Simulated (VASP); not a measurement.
# Te (P6_3mc) in VASP: single point with PBE

Aim: the single point of Te with PBE.

Program: VASP 6.6.1. These are calculated values, not measurements. Logs are shortened: lines on timing, memory, paths and dates and some standing lists are left out, and cuts for length are marked.

## Step 1: The cell of the first run

It takes space group P6_3mc (No. 186, hexagonal). The conventional cell has a = 4.959 Å, b = 4.959 Å, c = 9.031 Å, α = 90.00°, β = 90.00°, γ = 120.00°. Within 3.9 Å of Te (site symmetry 3m) lie 3 Te at 2.96 Å. Te (site symmetry 3m) has 3 Te at 2.96 Å within 3.9 Å.

## Step 2: Single point, PBE

File INCAR:

```
SYSTEM = Te
PREC     = Accurate       ! precision mode
ENCUT    = 520            ! plane-wave cutoff, eV
EDIFF    = 1E-6           ! SCF threshold, eV
ISMEAR   = 0              ! smearing method
SIGMA    = 0.1            ! smearing width, eV
LREAL    = .FALSE.        ! projectors in reciprocal space
LASPH    = .TRUE.         ! aspherical terms in the spheres
NELM     = 80             ! most SCF steps
ALGO     = Normal         ! electronic algorithm
ISIF     = 2              ! what is computed and relaxed
LWAVE    = .FALSE.        ! write WAVECAR
LCHARG   = .TRUE.         ! write CHGCAR
GGA      = PE             ! functional
LELF     = .TRUE.         ! ELF
LVHAR    = .TRUE.       
NBANDS   = 20             ! bands
```

File KPOINTS:

```
regular mesh
0
G
  12 12 6
  0 0 0
```

File POSCAR:

```
Te
1.0
    4.9589328149      0.0000000000      0.0000000000
   -2.4794664074      4.2945617934      0.0000000000
    0.0000000000      0.0000000000      9.0314070345
Te
4
Direct
    0.0000000000      0.0000000000      0.9601376671
    0.0000000000      0.0000000000      0.4601376671
    0.3333333333      0.6666666667      0.0448623329
    0.6666666667      0.3333333333      0.5448623329
```

Potentials or basis: VASP PAW PBE potentials, release 64 (Te).

On the command line:

```console
$ cat potpaw_PBE.64/Te/POTCAR > POTCAR
$ mpirun -np 1 vasp_std > vasp.out
```

OUTCAR:

```text
SYSTEM = Te
   PREC = Accurate
   ENCUT = 520
   EDIFF = 1E-6
   ISMEAR = 0
   LREAL = .FALSE.
   LASPH = .TRUE.
   NELM = 80
   ISIF = 2
   GGA = PE

 ion  position               nearest neighbor table
   1  0.000  0.000  0.960-   3 2.96   3 2.96   3 2.96
   2  0.000  0.000  0.460-   4 2.96   4 2.96   4 2.96
   3  0.333  0.667  0.045-   1 2.96   1 2.96   1 2.96
   4  0.667  0.333  0.545-   2 2.96   2 2.96   2 2.96

  LATTYP: Found a hexagonal cell.
 ALAT       =     4.9589328149
 C/A-ratio  =     1.8212400473

  Lattice vectors:

 A1 = (   4.9589328149,   0.0000000000,   0.0000000000)
 A2 = (  -2.4794664074,   4.2945617934,   0.0000000000)
 A3 = (   0.0000000000,   0.0000000000,   9.0314070345)

Analysis of symmetry for initial positions (statically):
=====================================================================
 Subroutine PRICEL returns:
 Original cell was already a primitive cell.

 Routine SETGRP: Setting up the symmetry group for a
 hexagonal supercell.

 Subroutine GETGRP returns: Found 12 space group operations
 (whereof  6 operations were pure point group operations)
 out of a pool of 24 trial point group operations.

The static configuration has the point symmetry C_3v.
 The point group associated with its full space group is C_6v.

Analysis of symmetry for dynamics (positions and initial velocities):
=====================================================================
 Subroutine PRICEL returns:
 Original cell was already a primitive cell.

 Routine SETGRP: Setting up the symmetry group for a
 hexagonal supercell.

 Subroutine GETGRP returns: Found 12 space group operations
 (whereof  6 operations were pure point group operations)
 out of a pool of 24 trial point group operations.

The dynamic configuration has the point symmetry C_3v.
 The point group associated with its full space group is C_6v.

 Subroutine INISYM returns: Found 12 space group operations
 (whereof  6 operations are pure point group operations),
 and found     1 'primitive' translations

----------------------------------------------------------------------------------------

                                     Primitive cell

  volume of cell :     192.3368

  direct lattice vectors                    reciprocal lattice vectors
     4.958932815  0.000000000  0.000000000     0.201656291  0.116426314  0.000000000
    -2.479466407  4.294561793  0.000000000     0.000000000  0.232852628  0.000000000
     0.000000000  0.000000000  9.031407035     0.000000000  0.000000000  0.110724718

  length of vectors
     4.958932815  4.958932815  9.031407035     0.232852628  0.232852628  0.110724718

  position of ions in fractional coordinates (direct lattice)
     0.000000000  0.000000000  0.960137667
     0.000000000  0.000000000  0.460137667
     0.333333333  0.666666667  0.044862333
     0.666666667  0.333333333  0.544862333

  ion indices of the primitive-cell ions
   primitive index   ion index
                 1           1
                 2           2
                 3           3
                 4           4

----------------------------------------------------------------------------------------

 KPOINTS: regular mesh

Automatic generation of k-mesh.
 Grid dimensions read from file:
 generate k-points for:   12   12    6

 Generating k-lattice:

  Cartesian coordinates                     Fractional coordinates (reciprocal lattice)
     0.016804691  0.009702193  0.000000000     0.083333333 -0.000000000  0.000000000
     0.000000000  0.019404386  0.000000000     0.000000000  0.083333333  0.000000000
     0.000000000  0.000000000  0.018454120     0.000000000  0.000000000  0.166666667

  Length of vectors
     0.019404386  0.019404386  0.018454120

  Shift w.r.t. Gamma in fractional coordinates (k-lattice)
     0.000000000  0.000000000  0.000000000

 Subroutine IBZKPT returns following result:
 ===========================================

 Found     76 irreducible k-points:

 Following reciprocal coordinates:
            Coordinates               Weight
  0.000000  0.000000  0.000000      1.000000
  0.083333 -0.000000  0.000000      6.000000
  0.166667  0.000000  0.000000      6.000000
  0.250000 -0.000000  0.000000      6.000000
  0.333333  0.000000  0.000000      6.000000
  0.416667 -0.000000  0.000000      6.000000
[... 16 lines left out ...]
  0.250000 -0.000000  0.166667     12.000000
  0.333333  0.000000  0.166667     12.000000
 [... further k-points ...]
   k-points           NKPTS =     76   k-points in BZ     NKDIM =     76   number of bands    NBANDS=     20
   number of dos      NEDOS =    301   number of ions     NIONS =      4
   total plane-waves  NPLWV = 112000
   dimension x,y,z NGX =    40 NGY =   40 NGZ =   70
   dimension x,y,z NGXF=    80 NGYF=   80 NGZF=  140
   ions per type =               4
   NGX,Y,Z   is equivalent  to a cutoff of  13.41, 13.41, 12.89 a.u.
   NGXF,Y,Z  is equivalent  to a cutoff of  26.82, 26.82, 25.77 a.u.
 SYSTEM =  Te
   PREC   = accura    normal or accurate (medium, high low for compatibility)
   ISTART =      0    job   : 0-new  1-cont  2-samecut
   ICHARG =      2    charge: 1-file 2-atom 10-const
   ISPIN  =      1    spin polarized calculation?
   LNONCOLLINEAR =      F non collinear calculations
   LSORBIT =      F    spin-orbit coupling
   LASPH  =      T    aspherical Exc in radial PAW
   ENCUT  =  520.0 eV  38.22 Ry    6.18 a.u.   9.22  9.22 16.79*2*pi/ulx,y,z
   NELM   =     80;   NELMIN=  2; NELMDL= -5     # of ELM steps
   EDIFF  = 0.1E-05   stopping-criterion for ELM
   LREAL  =      F    real-space projection
   EDIFFG = 0.1E-04   stopping-criterion for IOM
   NSW    =      0    number of steps for IOM
   IBRION =     -1    ionic relax: 0-MD 1-quasi-New 2-CG
   NFREE  =      0    steps in history (QN), initial steepest desc. (CG)
   ISIF   =      2    stress and relaxation
   ISYM   =      2    0-nonsym 1-usesym 2-fastsym
   POTIM  = 0.5000    time-step for ionic-motion
   TEBEG  =    0.0;   TEEND  =   0.0 temperature during run
   PSTRESS=    0.0 pullay stress
   NELECT =      24.0000    total number of electrons
   NUPDOWN=      -1.0000    fix difference up-down
   EMIN   =  10.00;   EMAX   =-10.00  energy-range for DOS
   EFERMI =   0.00;   METHOD = LEGACY
   ISMEAR =     0;   SIGMA  =   0.10  broadening in eV -4-tet -1-fermi 0-gaus
   EFERMI_NEDOS =   21; number of points for ismear=-14 and -15
   IALGO  =     38    algorithm
   IMIX   =      4    mixing-type and parameters
     AMIX     =   0.40;   BMIX     =  1.00
     AMIX_MAG =   1.60;   BMIX_MAG =  1.00
  volume/ion in A,a.u.               =      48.08       324.49
  Fermi-wavevector in a.u.,A,eV,Ry     =   0.818071  1.545930  9.105569  0.669240
  Thomas-Fermi vector in A             =   1.928632
   LORBIT       =      0    0 simple, 1 ext, 2 COOP (PROOUT), +10 PAW based schemes
   GGA     = PE    functional components
   LHFCALC =     F    Hartree Fock is set to
   AEXX    =    0.0000 exact exchange contribution
   IVDW    =     0    specifies the selected vdW correction
   LEPSILON=     F    determine dielectric tensor
   LRPA    =     F    only Hartree local field effects (RPA)
 non-spin polarized calculation
 Gauss-broadening in eV      SIGMA  =   0.10
  energy-cutoff  :      520.00
  volume of cell :      192.34
 maximum number of plane-waves:      5204
 NGX is ok and might be reduce to    40
   NGX = 19   NGY = 19   NGZ = 33

 number of electron      23.9999999 magnetization

 Free energy of the ion-electron system (eV)
  ---------------------------------------------------
  ext. energy  EPLUGINS =         0.00000000
  ---------------------------------------------------
  free energy    TOTEN  =       -11.50937576 eV

  energy without entropy =      -11.50515517  energy(sigma->0) =      -11.50726546

 E-fermi :   2.9039     XC(G=0):  -7.3702

 val. band max:        2.8898501011   @ k =   0.0000   0.0000   0.5000
 cond. band min:       2.9305468798   @ k =   0.0000   0.0000   0.3333
 fundamental gap:      0.0406967786
 Fermi energy:         2.9038517910

 k-point     1 :       0.0000    0.0000    0.0000
  band No.  band energies     occupation
      1     -10.0806      2.00000
      2      -9.9402      2.00000
      3      -5.9257      2.00000
      4      -5.8245      2.00000
      5      -0.8456      2.00000
      6      -0.8456      2.00000
[... 12 lines left out ...]
     19       8.8015      0.00000
     20       8.8015      0.00000

 k-point     2 :       0.0833   -0.0000    0.0000
  band No.  band energies     occupation
      1     -10.0389      2.00000
      2      -9.8994      2.00000
      3      -6.0319      2.00000
      4      -5.9486      2.00000
      5      -0.9541      2.00000
      6      -0.9137      2.00000
[... 12 lines left out ...]
     19       8.6218      0.00000
     20       8.6964      0.00000

 k-point     3 :       0.1667    0.0000    0.0000
  band No.  band energies     occupation
      1      -9.9153      2.00000
      2      -9.7791      2.00000
      3      -6.3236      2.00000
      4      -6.2796      2.00000
      5      -1.1051      2.00000
      6      -1.0771      2.00000
[... 12 lines left out ...]
     19       8.3831      0.00000
     20       8.7690      0.00000

 k-point     4 :       0.2500   -0.0000    0.0000
  band No.  band energies     occupation
      1      -9.7161      2.00000
      2      -9.5861      2.00000
      3      -6.7413      2.00000
      4      -6.7231      2.00000
      5      -1.2662      2.00000
      6      -1.1151      2.00000
[... 12 lines left out ...]
     19       8.2760      0.00000
     20       8.9168      0.00000

 k-point     5 :       0.3333    0.0000    0.0000
  band No.  band energies     occupation
      1      -9.4572      2.00000
      2      -9.3380      2.00000
      3      -7.2158      2.00000
      4      -7.1810      2.00000
      5      -1.4296      2.00000
      6      -1.2661      2.00000
[... 12 lines left out ...]
     19       8.3719      0.00000
     20       8.7119      0.00000
[... 353 lines left out ...]
      6      -0.9069      2.00000
[... 12 lines left out ...]
     19       8.6994      0.00000
     20       8.7306      0.00000

 k-point    22 :       0.1667    0.0000    0.1667
  band No.  band energies     occupation
      1      -9.9065      2.00000
      2      -9.7886      2.00000
      3      -6.3200      2.00000
      4      -6.2819      2.00000
      5      -1.0707      2.00000
      6      -1.0687      2.00000
[... 12 lines left out ...]
     19       8.4610      0.00000
     20       8.7718      0.00000

 k-point    23 :       0.2500   -0.0000    0.1667
  band No.  band energies     occupation
      1      -9.7078      2.00000
      2      -9.5952      2.00000
      3      -6.7398      2.00000
      4      -6.7240      2.00000
      5      -1.2566      2.00000
      6      -1.1257      2.00000
[... 12 lines left out ...]
     19       8.3487      0.00000
     20       8.8454      0.00000

 k-point    24 :       0.3333    0.0000    0.1667
  band No.  band energies     occupation
      1      -9.4495      2.00000
      2      -9.3463      2.00000
      3      -7.2134      2.00000
      4      -7.1832      2.00000
      5      -1.4192      2.00000
      6      -1.2776      2.00000
[... 12 lines left out ...]
     19       8.4346      0.00000
     20       8.6963      0.00000

 [... further k-points ...]
[... 5 lines left out ...]
  --------------------------------------------------------------------------------------
  -------------------------------------------------------------------------------------
  Total       -0.0701210     -0.0701210      0.0048833     -0.0000000      0.0000000      0.0000000
  in kB       -0.5841120     -0.5841120      0.0406778     -0.0000000      0.0000000      0.0000000
  external PRESSURE =      -0.3758487 kB  Pullay stress =       0.0000000 kB

 VOLUME and BASIS-vectors are now :
 -----------------------------------------------------------------------------
  energy-cutoff  :      520.00
  volume of cell :      192.34
      direct lattice vectors                 reciprocal lattice vectors
     4.958932815  0.000000000  0.000000000     0.201656291  0.116426314  0.000000000
    -2.479466407  4.294561793  0.000000000     0.000000000  0.232852628  0.000000000
     0.000000000  0.000000000  9.031407035     0.000000000  0.000000000  0.110724718

 POSITION                                       TOTAL-FORCE (eV/Angst)
 -----------------------------------------------------------------------------------
      0.00000      0.00000      8.67139         0.000000     -0.000000     -0.004269
      0.00000      0.00000      4.15569        -0.000000     -0.000000     -0.004269
     -0.00000      2.86304      0.40517         0.000000     -0.000000      0.004269
      2.47947      1.43152      4.92087        -0.000000      0.000000      0.004269
 -----------------------------------------------------------------------------------
    total drift:                                0.000000      0.000000      0.000051

  FREE ENERGIE OF THE ION-ELECTRON SYSTEM (eV)
  ---------------------------------------------------
  free  energy   TOTEN  =       -11.5093757567 eV

  energy  without entropy=      -11.5051551651  energy(sigma->0) =      -11.50726546
```

Run time: 2.2 min. Hardware: 1 thread of Intel Xeon 6975P-C (Granite Rapids), shared host; peak memory 0.45 GiB.

Results:

| Quantity | Value |
| --- | --- |
| Free energy | -11.5094 eV |
| Pressure | 0.0 GPa |
| Largest force | 0.004 eV/Å |
| Band gap on the k mesh | zero (bands 12 and 13 overlap by 0.33 eV) |

Forces in eV/Å, atoms in the order of the input:
```
Te   0.000  0.000 -0.004
Te   0.000  0.000 -0.004
Te   0.000  0.000  0.004
Te   0.000  0.000  0.004
```

Caveat: spin-orbit coupling is left out, which moves the levels of the heavy elements; this functional lacks dispersion, which binds the layers, so the pressure and a relaxed spacing across them are unreliable.
